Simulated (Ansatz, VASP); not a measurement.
## MnH4: VASP beside Ansatz

```
CELL_PARAMETERS angstrom
3.68677 0.00000 0.00000
0.00000 3.68677 0.00000
0.00000 0.00000 3.47102
ATOMIC_POSITIONS crystal
Mn 0.50000 0.50000 0.00000
H 0.16886 0.50000 0.00000
H 0.83114 0.50000 0.00000
H 0.50000 0.16886 0.00000
H 0.50000 0.83114 0.00000
```

Alike in both runs: task single point; functional PBE; k mesh 6 × 6 × 6; occupations gaussian, width 0.1 eV; collinear spin.

|  | VASP | Ansatz |
| --- | --- | --- |
| version | VASP 6.6.1 | Ansatz 0.2.0 |
| potentials or method | VASP PAW PBE potentials, release 64 (Mn_pv, H), cutoff 520 eV | scalar-relativistic, plane waves, PAW |
| valence electrons in the cell | 17 | 19 |

```tsv
	VASP	Ansatz	Ansatz less VASP
gap on the k mesh at the Fermi level (eV)	none	none	-
rms of the force components (eV/Å)	5.793	5.752	-0.0403
net moment per atom (μB)	0.60	0.60	-0.007
size of the moment on the site where the two differ most (μB)	2.67	1.36	-1.311
```

Site moments also hang on the region over which each program counts them. Atom by atom the forces differ by 0.040 eV/Å (rms over components). A gap of «none» marks a metal or a gap that the smearing closes. VASP's potentials hold 17 valence electrons a cell and Ansatz's 19, so a difference there can come from the potentials and not from the codes.
